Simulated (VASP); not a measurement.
Here is a VASP 6.6.1 calculation.

INCAR

```
ALGO = Normal
EDIFF = 1E-6
ENCUT = 520
GGA = PE
ISIF = 2
ISMEAR = -1
ISPIN = 2
LASPH = T
LCHARG = F
LMAXMIX = 4
LORBIT = 11
LREAL = F
LWAVE = F
MAGMOM = 2
NBANDS = 16
NELM = 150
PREC = Accurate
SIGMA = 0.05
```

Contents of KPOINTS:

```
k-points
0
Gamma
  12 12 12
```

The input POSCAR:

```
V
1.0
    0.0000000000      1.8693887523      1.8693887523
    1.8693887523      0.0000000000      1.8693887523
    1.8693887523      1.8693887523      0.0000000000
V
1
Direct
    0.0000000000      0.0000000000      0.0000000000
```

Potentials or basis: VASP PAW PBE potentials, release 64 (V_sv).

Command:

```sh
$ cat potpaw_PBE.64/V_sv/POTCAR > POTCAR
$ mpirun -np 1 vasp_std > vasp.out
```

(1) What does it give for the net moment?

(2) Predict the pressure.

Answers

(1) 0.00 μB per cell.

(2) 12.5 GPa.

Caveat: the cell stands under pressure.
